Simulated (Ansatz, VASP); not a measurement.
**One calculation of Au, two programs**

The input INCAR:

```
SYSTEM = Au
ALGO = Normal
EDIFF = 1E-6
ENCUT = 520
GGA = RP
ISIF = 2
ISMEAR = -1
ISPIN = 2
IVDW = 13
LASPH = .TRUE.
LCHARG = .FALSE.
LDAU = .TRUE.
LDAUJ = 0
LDAUL = 2
LDAUPRINT = 1
LDAUTYPE = 2
LDAUU = 3
LMAXMIX = 4
LORBIT = 11
LREAL = .FALSE.
LWAVE = .FALSE.
MAGMOM = 2
NBANDS = 16
NELM = 150
NUPDOWN = 2.0
PREC = Accurate
SIGMA = 0.02
```

File KPOINTS:

```
k-points
0
G
  11 11 11
  0 0 0
```

The input POSCAR:

```
Au
1.0
    0.0062471678      2.0552570173      2.0731267516
    2.1166642191      0.0104296196      2.0689442998
    2.1153417813      2.0497521276      0.0117520574
Au
1
Direct
   -0.0089470000      0.0054120000     -0.0062730000
```

input.yaml

```yaml
crystal:
  lattice:
    - [0.0062471678, 2.0552570173, 2.0731267516]
    - [2.1166642191, 0.0104296196, 2.0689442998]
    - [2.1153417813, 2.0497521276, 0.0117520574]
  atoms:
    - { symbol: Au, position: [-0.008947, 0.005412, -0.006273], spin: 2.0 }
kpoints:
  mp_grid: { grid: [11, 11, 11] }
scf:
  occupations: { method: fermi_dirac, width: 0.02 }
hamiltonian:
  xc: rpbe
  dispersion: d4
  pseudopotentials: { kind: all_electron, lapw: { basis_error: 0.001 } }
  hubbard:
    sites: [{ species: Au, l: d, u_eff: 3 }]
    double_counting: fll
    projectors: ortho-atomic
magnetization:
  spin_polarized: true
  initial_magnetization: 2.0
  spin_locking: { lock_magnetization: hard }
output:
  forces: true
  stress: true
  eigenvalues: true
  hubbard: {}
```

Change from the starting cell: volume scaled by 1.06.

Alike in both runs: task single point; functional RPBE; dispersion D4; k mesh 11 × 11 × 11; occupations fermi-dirac, width 0.02 eV; collinear spin; fixed moment 2 μB; Hubbard terms Au d U = 3.0 eV.

|  | VASP | Ansatz |
| --- | --- | --- |
| version | VASP 6.6.1 | Ansatz 0.2.0 |
| potentials or method | VASP PAW PBE potentials, release 64 (Au), cutoff 520 eV | all-electron LAPW, scalar-relativistic |

|  | VASP | Ansatz | Ansatz less VASP |
| --- | --- | --- | --- |
| pressure (GPa) | 23.2 | 27.4 | +4.23 |
| traceless stress, the component that is largest in VASP (GPa) | 0.15 | -0.01 | -0.155 |
| size of the moment on the site where the two differ most (μB) | 1.62 | 1.73 | +0.112 |

VASP's potentials were made for PBE, not for RPBE. Site moments also hang on the region over which each program counts them. The programs project onto different local orbitals, so the same U acts differently, and such runs can settle in different states. Ansatz ran all-electron here, and VASP with PAW potentials.

Neither program's run includes spin-orbit coupling. Noted on Ansatz's run: U is the effective U less J, on atomic orbitals that reach past the spheres.
